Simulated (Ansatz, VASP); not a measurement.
## Two plane-wave programs on Ru

Contents of INCAR:

```
  ALGO = Normal
  DIPOL = 0.5 0.5 0.500
  EDIFF = 1E-6
  ENCUT = 400
  GGA = PS
  GGA_COMPAT = False
  IDIPOL = 3
  ISIF = 2
  ISMEAR = 1
  LASPH = True
  LCHARG = False
  LDIPOL = True
  LREAL = False
  LWAVE = False
  NBANDS = 36
  NELM = 120
  NELMDL = -8
  PREC = Accurate
  SIGMA = 0.1
```

Contents of KPOINTS:

```
k-points
0
Gamma
  12 8 1
```

Contents of POSCAR:

```
Ru
1.0
    2.6909056940      0.0000000000      0.0000000000
    0.0000000000      4.2481634390      0.0000000000
    0.0000000000      0.0000000000     19.1071902540
Ru
4
Direct
    0.0000000000      0.0000000000      0.4186905502
    0.5000000000      0.0000000000      0.5406547249
    0.5000000000      0.5000000000      0.4593452751
    0.0000000000      0.5000000000      0.5813094498
```

Input for Ansatz:

```yaml
crystal:
  lattice:
    - [2.690905694, 0.0, 0.0]
    - [0.0, 4.248163439, 0.0]
    - [0.0, 0.0, 19.107190254]
  atoms:
    - { symbol: Ru, position: [0.0, 0.0, 0.4186905502] }
    - { symbol: Ru, position: [0.5, 0.0, 0.5406547249] }
    - { symbol: Ru, position: [0.5, 0.5, 0.4593452751] }
    - { symbol: Ru, position: [0.0, 0.5, 0.5813094498] }
kpoints:
  mp_grid: { grid: [12, 8, 1] }
scf:
  occupations: { method: cold, width: 0.1 }
hamiltonian:
  xc: pbesol
  pseudopotentials: { kind: paw, azcp: { folder: soft_1 } }
output:
  forces: true
  stress: false
  populations: false
efield:
  axis: 3
  dipole_correction: true
```

Alike in both runs: task single point; functional PBEsol; k mesh 12 × 8 × 1; no spin polarisation.

|  | VASP | Ansatz |
| --- | --- | --- |
| version | VASP 6.6.1 | Ansatz 0.2.0 |
| potentials or method | VASP PAW PBE potentials, release 64 (Ru_pv) | plane-wave PAW, scalar-relativistic |
| plane-wave cutoff (eV) | 400 | 420 |
| occupations | methfessel-paxton of order 1, width 0.1 eV | cold, width 0.1 eV |
| valence electrons in the cell | 56 | 64 |

Ansatz gave:

- rms of the force components (eV/Å): 0.601

**Question.** What did VASP give for the same quantities?

**Answer.** rms of the force components (eV/Å): 0.606.

VASP's potentials were made for PBE, not for PBEsol, and Ansatz warns of the same on its side. Atom by atom the forces differ by 0.006 eV/Å (rms over components). VASP's potentials hold 56 valence electrons a cell and Ansatz's 64, so a difference there can come from the potentials and not from the codes.
